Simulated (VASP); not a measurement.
# Ge (P2_1/m) in VASP: single point with r2SCAN

Aim: the single point of Ge with r2SCAN.

Everything below comes from runs of VASP 6.6.1. Logs are shortened: lines on timing, memory, paths and dates and some standing lists are left out, and cuts for length are marked.

## 1. The cell of the first run

It takes space group P2_1/m (No. 11, monoclinic). The conventional cell has a = 3.967 Å, b = 6.593 Å, c = 3.998 Å, α = 90.00°, β = 119.23°, γ = 90.00°. Ge (site symmetry 1) has 4 Ge at 2.45 to 2.47 Å within 3.2 Å.

## 2. Single point, r2SCAN (shear xy strain -1.8%)

File POSCAR:

```
Ge
1.0
    3.9976151821     -0.0357786559      0.0000000000
   -2.0297928160      3.4799256302      0.0000000000
    0.0000000000      0.0000000000      6.5928194926
Ge
4
Direct
    0.3349696115      0.6667001000      0.0003486166
    0.6650303885      0.3332999000      0.5003486166
    0.3349696115      0.6667001000      0.3746513834
    0.6650303885      0.3332999000      0.8746513834
```

File INCAR.step1:

```
SYSTEM = Ge
ALGO = Normal
EDIFF = 1E-5
ENCUT = 550
GGA = PE
GGA_COMPAT = .FALSE.
ISMEAR = -1
LASPH = .TRUE.
LCHARG = .FALSE.
LREAL = .FALSE.
LWAVE = .TRUE.
NBANDS = 36
NELM = 120
PREC = Accurate
SIGMA = 0.02
```

File INCAR.step2:

```
SYSTEM = Ge
ALGO = Normal
EDIFF = 1E-6
ENCUT = 550
GGA_COMPAT = .FALSE.
ISIF = 2
ISMEAR = -1
ISTART = 1
LASPH = .TRUE.
LCHARG = .TRUE.
LELF = .TRUE.
LMIXTAU = .TRUE.
LREAL = .FALSE.
LVHAR = .TRUE.
LWAVE = .FALSE.
METAGGA = R2SCAN
NBANDS = 36
NELM = 120
PREC = Accurate
SIGMA = 0.02
```

File KPOINTS:

```
k-points
0
G
  12 12 4
  0 0 0
```

Potentials or basis: VASP PAW PBE potentials, release 64 (Ge_d).

Run with:

```console
$ cat potpaw_PBE.64/Ge_d/POTCAR > POTCAR
$ cp INCAR.step1 INCAR
$ mpirun -np 1 vasp_std > vasp.out
$ cp INCAR.step2 INCAR
$ mpirun -np 1 vasp_std > vasp.out
```

OUTCAR:

```text
SYSTEM = Ge
   EDIFF = 1E-6
   ENCUT = 550
   ISIF = 2
   ISMEAR = -1
   ISTART = 1
   LASPH = .TRUE.
   LREAL = .FALSE.
   METAGGA = R2SCAN
   NELM = 120
   PREC = Accurate

 ion  position               nearest neighbor table
   1  0.335  0.667  0.000-   4 2.45   4 2.45   4 2.46   3 2.47
   2  0.665  0.333  0.500-   3 2.45   3 2.45   3 2.46   4 2.47
   3  0.335  0.667  0.375-   2 2.45   2 2.45   2 2.46   1 2.47
   4  0.665  0.333  0.875-   1 2.45   1 2.45   1 2.46   2 2.47

  LATTYP: Found a simple monoclinic cell.
 ALAT       =     3.9666702970
 B/A-ratio  =     1.6620538131
 C/A-ratio  =     1.0078415873
 COS(beta)  =    -0.4882986311

  Lattice vectors:

 A1 = (   1.9678223661,   3.4441469743,   0.0000000000)
 A2 = (   0.0000000000,   0.0000000000,  -6.5928194926)
 A3 = (  -3.9976151821,   0.0357786559,   0.0000000000)

Analysis of symmetry for initial positions (statically):
=====================================================================
 Subroutine PRICEL returns:
 Original cell was already a primitive cell.

 Routine SETGRP: Setting up the symmetry group for a
 simple monoclinic supercell.

 Subroutine GETGRP returns: Found  4 space group operations
 (whereof  1 operations were pure point group operations)
 out of a pool of  4 trial point group operations.

The static configuration has the point symmetry C_1 .
 The point group associated with its full space group is C_2h.

Analysis of symmetry for dynamics (positions and initial velocities):
=====================================================================
 Subroutine PRICEL returns:
 Original cell was already a primitive cell.

 Routine SETGRP: Setting up the symmetry group for a
 simple monoclinic supercell.

 Subroutine GETGRP returns: Found  4 space group operations
 (whereof  1 operations were pure point group operations)
 out of a pool of  4 trial point group operations.

The dynamic configuration has the point symmetry C_1 .
 The point group associated with its full space group is C_2h.

 Subroutine INISYM returns: Found  4 space group operations
 (whereof  1 operations are pure point group operations),
 and found     1 'primitive' translations

----------------------------------------------------------------------------------------

                                     Primitive cell

  volume of cell :      91.2366

  direct lattice vectors                    reciprocal lattice vectors
     3.997615182 -0.035778656  0.000000000     0.251461875  0.146674257  0.000000000
    -2.029792816  3.479925630  0.000000000     0.002585391  0.288870486  0.000000000
     0.000000000  0.000000000  6.592819493     0.000000000  0.000000000  0.151680173

  length of vectors
     3.997775288  4.028640126  6.592819493     0.291112370  0.288882055  0.151680173

  position of ions in fractional coordinates (direct lattice)
     0.334969612  0.666700100  0.000348617
     0.665030389  0.333299900  0.500348617
     0.334969612  0.666700100  0.374651383
     0.665030389  0.333299900  0.874651383

  ion indices of the primitive-cell ions
   primitive index   ion index
                 1           1
                 2           2
                 3           3
                 4           4

----------------------------------------------------------------------------------------

 KPOINTS: k-points

Automatic generation of k-mesh.
 Grid dimensions read from file:
 generate k-points for:   12   12    4

 Generating k-lattice:

  Cartesian coordinates                     Fractional coordinates (reciprocal lattice)
     0.020955156  0.012222855  0.000000000     0.083333333 -0.000000000  0.000000000
     0.000215449  0.024072540  0.000000000     0.000000000  0.083333333  0.000000000
     0.000000000  0.000000000  0.037920043     0.000000000  0.000000000  0.250000000

  Length of vectors
     0.024259364  0.024073505  0.037920043

  Shift w.r.t. Gamma in fractional coordinates (k-lattice)
     0.000000000  0.000000000  0.000000000

 Subroutine IBZKPT returns following result:
 ===========================================

 Found    222 irreducible k-points:

 Following reciprocal coordinates:
            Coordinates               Weight
  0.000000  0.000000  0.000000      1.000000
  0.083333 -0.000000  0.000000      2.000000
  0.166667  0.000000  0.000000      2.000000
  0.250000  0.000000  0.000000      2.000000
  0.333333  0.000000  0.000000      2.000000
  0.416667  0.000000  0.000000      2.000000
[... 16 lines left out ...]
  0.250000  0.166667  0.000000      2.000000
  0.333333  0.166667  0.000000      2.000000
 [... further k-points ...]
   k-points           NKPTS =    222   k-points in BZ     NKDIM =    222   number of bands    NBANDS=     36
   number of dos      NEDOS =    301   number of ions     NIONS =      4
   total plane-waves  NPLWV =  51200
   dimension x,y,z NGX =    32 NGY =   32 NGZ =   50
   dimension x,y,z NGXF=    64 NGYF=   64 NGZF=  100
   ions per type =               4
   NGX,Y,Z   is equivalent  to a cutoff of  13.31, 13.21, 12.61 a.u.
   NGXF,Y,Z  is equivalent  to a cutoff of  26.61, 26.41, 25.22 a.u.
 SYSTEM =  Ge
   PREC   = accura    normal or accurate (medium, high low for compatibility)
   ISTART =      1    job   : 0-new  1-cont  2-samecut
   ICHARG =      0    charge: 1-file 2-atom 10-const
   ISPIN  =      1    spin polarized calculation?
   LNONCOLLINEAR =      F non collinear calculations
   LSORBIT =      F    spin-orbit coupling
   LASPH  =      T    aspherical Exc in radial PAW
   ENCUT  =  550.0 eV  40.42 Ry    6.36 a.u.   7.64  7.70 12.61*2*pi/ulx,y,z
   NELM   =    120;   NELMIN=  2; NELMDL=  0     # of ELM steps
   EDIFF  = 0.1E-05   stopping-criterion for ELM
   LREAL  =      F    real-space projection
   EDIFFG = 0.1E-04   stopping-criterion for IOM
   NSW    =      0    number of steps for IOM
   IBRION =     -1    ionic relax: 0-MD 1-quasi-New 2-CG
   NFREE  =      0    steps in history (QN), initial steepest desc. (CG)
   ISIF   =      2    stress and relaxation
   ISYM   =      2    0-nonsym 1-usesym 2-fastsym
   POTIM  = 0.5000    time-step for ionic-motion
   TEBEG  =    0.0;   TEEND  =   0.0 temperature during run
   PSTRESS=    0.0 pullay stress
   NELECT =      56.0000    total number of electrons
   NUPDOWN=      -1.0000    fix difference up-down
   EMIN   =  10.00;   EMAX   =-10.00  energy-range for DOS
   EFERMI =   0.00;   METHOD = LEGACY
   ISMEAR =    -1;   SIGMA  =   0.02  broadening in eV -4-tet -1-fermi 0-gaus
   EFERMI_NEDOS =   21; number of points for ismear=-14 and -15
   IALGO  =     38    algorithm
   IMIX   =      4    mixing-type and parameters
     AMIX     =   0.40;   BMIX     =  1.00
     AMIX_MAG =   1.60;   BMIX_MAG =  1.00
  volume/ion in A,a.u.               =      22.81       153.92
  Fermi-wavevector in a.u.,A,eV,Ry     =   1.391280  2.629138 26.336249  1.935660
  Thomas-Fermi vector in A             =   2.515134
   LORBIT       =      0    0 simple, 1 ext, 2 COOP (PROOUT), +10 PAW based schemes
   METAGGA = R2SCAN    functional components
   LHFCALC =     F    Hartree Fock is set to
   AEXX    =    0.0000 exact exchange contribution
   IVDW    =     0    specifies the selected vdW correction
   LEPSILON=     F    determine dielectric tensor
   LRPA    =     F    only Hartree local field effects (RPA)
 non-spin polarized calculation
  energy-cutoff  :      550.00
  volume of cell :       91.24
 maximum number of plane-waves:      2699
   NGX = 15   NGY = 15   NGZ = 25

 number of electron      55.9999993 magnetization

 Free energy of the ion-electron system (eV)
  ---------------------------------------------------
  ext. energy  EPLUGINS =         0.00000000
  ---------------------------------------------------
  free energy    TOTEN  =       -55.41494671 eV

  energy without entropy =      -55.41486049  energy(sigma->0) =      -55.41490360

 E-fermi :   4.9689     XC(G=0): -10.7757

 val. band max:        4.9522029288   @ k =   0.0000   0.0000   0.0000
 cond. band min:       4.9854982168   @ k =   0.0000   0.0000   0.0000
 fundamental gap:      0.0332952880
 Fermi energy:         4.9689033871

 k-point     1 :       0.0000    0.0000    0.0000
  band No.  band energies     occupation
      1     -20.7972      2.00000
      2     -20.7895      2.00000
      3     -20.7577      2.00000
      4     -20.7545      2.00000
      5     -20.7483      2.00000
      6     -20.7410      2.00000
[... 28 lines left out ...]
     35       9.6476      0.00000
     36      11.4888      0.00000

 k-point     2 :       0.0833   -0.0000    0.0000
  band No.  band energies     occupation
      1     -20.8014      2.00000
      2     -20.7913      2.00000
      3     -20.7594      2.00000
      4     -20.7576      2.00000
      5     -20.7508      2.00000
      6     -20.7345      2.00000
[... 28 lines left out ...]
     35       9.9167      0.00000
     36      11.8286      0.00000

 k-point     3 :       0.1667    0.0000    0.0000
  band No.  band energies     occupation
      1     -20.8088      2.00000
      2     -20.7947      2.00000
      3     -20.7683      2.00000
      4     -20.7584      2.00000
      5     -20.7540      2.00000
      6     -20.7242      2.00000
[... 28 lines left out ...]
     35      10.7948      0.00000
     36      11.0548      0.00000

 k-point     4 :       0.2500    0.0000    0.0000
  band No.  band energies     occupation
      1     -20.8137      2.00000
      2     -20.7973      2.00000
      3     -20.7777      2.00000
      4     -20.7634      2.00000
      5     -20.7498      2.00000
      6     -20.7160      2.00000
[... 28 lines left out ...]
     35      11.6630      0.00000
     36      11.9991      0.00000

 k-point     5 :       0.3333    0.0000    0.0000
  band No.  band energies     occupation
      1     -20.8144      2.00000
      2     -20.7986      2.00000
      3     -20.7867      2.00000
      4     -20.7675      2.00000
      5     -20.7414      2.00000
      6     -20.7103      2.00000
[... 655 lines left out ...]
 k-point    22 :       0.1667    0.1667    0.0000
  band No.  band energies     occupation
      1     -20.8127      2.00000
      2     -20.8053      2.00000
      3     -20.7799      2.00000
      4     -20.7731      2.00000
      5     -20.7385      2.00000
      6     -20.7115      2.00000
[... 28 lines left out ...]
     35      10.7485      0.00000
     36      12.7065      0.00000

 k-point    23 :       0.2500    0.1667    0.0000
  band No.  band energies     occupation
      1     -20.8131      2.00000
      2     -20.8082      2.00000
      3     -20.7882      2.00000
      4     -20.7802      2.00000
      5     -20.7241      2.00000
      6     -20.6983      2.00000
[... 28 lines left out ...]
     35      10.9832      0.00000
     36      12.3885      0.00000

 k-point    24 :       0.3333    0.1667    0.0000
  band No.  band energies     occupation
      1     -20.8121      2.00000
      2     -20.8086      2.00000
      3     -20.7965      2.00000
      4     -20.7850      2.00000
      5     -20.7089      2.00000
      6     -20.6841      2.00000
[... 28 lines left out ...]
     35      11.8652      0.00000
     36      12.8469      0.00000

 [... further k-points ...]

------------------------ aborting loop because EDIFF is reached ----------------------------------------

  FORCE on cell =-STRESS in cart. coord.  units (eV):
  Direction    XX          YY          ZZ          XY          YZ          ZX
  --------------------------------------------------------------------------------------
  -------------------------------------------------------------------------------------
  Total        0.0342419      0.0459768      0.1390356      0.5748608      0.0000000      0.0000000
  in kB        0.6013109      0.8073845      2.4415611     10.0949521      0.0000000      0.0000000
  external PRESSURE =       1.2834188 kB  Pullay stress =       0.0000000 kB

 VOLUME and BASIS-vectors are now :
 -----------------------------------------------------------------------------
  energy-cutoff  :      550.00
  volume of cell :       91.24
      direct lattice vectors                 reciprocal lattice vectors
     3.997615182 -0.035778656  0.000000000     0.251461875  0.146674257  0.000000000
    -2.029792816  3.479925630  0.000000000     0.002585391  0.288870486  0.000000000
     0.000000000  0.000000000  6.592819493     0.000000000  0.000000000  0.151680173

 POSITION                                       TOTAL-FORCE (eV/Angst)
 -----------------------------------------------------------------------------------
     -0.01418      2.30808      0.00230        -0.008454     -0.001266      0.007493
      1.98201      1.13606      3.29871         0.008454      0.001266      0.007493
     -0.01418      2.30808      2.47001        -0.008454     -0.001266     -0.007493
      1.98201      1.13606      5.76642         0.008454      0.001266     -0.007493
 -----------------------------------------------------------------------------------
    total drift:                                0.000000      0.000000      0.000898

  FREE ENERGIE OF THE ION-ELECTRON SYSTEM (eV)
  ---------------------------------------------------
  free  energy   TOTEN  =       -55.4149467096 eV

  energy  without entropy=      -55.4148604905  energy(sigma->0) =      -55.41490360
```

Wall time 52 min (1 thread of AMD EPYC 9755, shared host); peak memory 0.59 GiB.

What came out:

- Free energy: -55.4149 eV
- Pressure: 0.1 GPa
- Largest force: 0.011 eV/Å
- Band gap on the k mesh: 0.03 eV

Forces on the atoms (eV/Å):
```
Ge  -0.008 -0.001  0.007
Ge   0.008  0.001  0.007
Ge  -0.008 -0.001 -0.007
Ge   0.008  0.001 -0.007
```

Caveat: the cell differs from its parent crystal (shear xy strain -1.8%); the PAW data sets were made with another functional, which shifts forces and pressure a little.
